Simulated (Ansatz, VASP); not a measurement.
ScAlN2: VASP beside Ansatz

```
Sc Al N
1.0
     1.51847    0.87669    4.91539
    -1.51847    0.87669    4.91539
     0.00000   -1.75337    4.91539
Sc Al N
1 1 2
Direct
  0.00000 0.00000 0.00000
  0.50000 0.50000 0.50000
  0.24331 0.24331 0.24331
  0.75669 0.75669 0.75669
```

Alike in both runs: task single point; functional PBE; k mesh 10 × 10 × 10; no spin polarisation.

|  | VASP | Ansatz |
| --- | --- | --- |
| version | VASP 6.6.1 | Ansatz 0.2.0 |
| potentials or method | VASP PAW PBE potentials, release 64 (Sc_sv, Al, N) | plane waves, PAW |
| plane-wave cutoff (eV) | 520 | 420 |
| occupations | gaussian, width 0.01 eV | fixed |
| valence electrons in the cell | 24 | 24 |

VASP gave:

```
gap on the k mesh at the Fermi level (eV)                     : 0.74
pressure (GPa)                                                : 4.3
traceless stress, the component that is largest in VASP (GPa) : -0.40
rms of the force components (eV/Å)                            : 0.009
```

Task: What did Ansatz give for the same quantities?

Result: gap on the k mesh at the Fermi level (eV): 0.76; pressure (GPa): 3.6; traceless stress, the component that is largest in VASP (GPa): -0.46; rms of the force components (eV/Å): 0.022.

Atom by atom the forces differ by 0.031 eV/Å (rms over components).
